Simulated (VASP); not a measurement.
Set up this calculation in VASP 6.6.1, as the native input.

| Item | Value |
| --- | --- |
| Task | single point |
| Functional | PBE |
| Potentials or basis | VASP PAW PBE potentials, release 64 (La) |
| Cutoff | 520 eV |
| k mesh | 12 × 12 × 12 |
| Occupations | fermi-dirac, width 0.0612256 eV |
| Spin | no spin polarisation |
| Dipole correction | no |
| Further INCAR settings | ALGO = Normal; EDIFF = 1e-07; NBANDS = 12 |

The structure of La lies in POSCAR:

```
La
1.0
   -2.0712438905      2.0712438905      2.0712438905
    2.0712438905     -2.0712438905      2.0712438905
    2.0712438905      2.0712438905     -2.0712438905
La
1
Direct
    0.0000000000      0.0000000000      0.0000000000
```

This isn't the form of La at room conditions, which is double hcp.

These files were run (other wordings do the same):

INCAR

```
  PREC = Accurate
  ENCUT = 520
  EDIFF = 1E-7
  ISMEAR = -1
  SIGMA = 0.06122561905347299
  LREAL = False
  LASPH = True
  NELM = 80
  ALGO = Normal
  ISIF = 2
  LWAVE = False
  LCHARG = False
  GGA = PE
  NBANDS = 12
```

KPOINTS

```
Automatic mesh
0
Gamma
  12 12 12
```

Potentials or basis: VASP PAW PBE potentials, release 64 (La).

Launch:

```console
$ cat potpaw_PBE.64/La/POTCAR > POTCAR
$ mpirun -np 1 vasp_std > vasp.out
```

It gave:

The pressure is 1.9 GPa and the band gap on the k mesh is zero (an odd number of electrons rules out a gap without spin polarisation).

Caveat: spin-orbit coupling is left out, which moves the levels of the heavy elements.

It took 32 s on 1 thread of Intel(R) Xeon(R) Platinum 8488C (Sapphire Rapids) (shared host), peak memory 0.19 GiB.
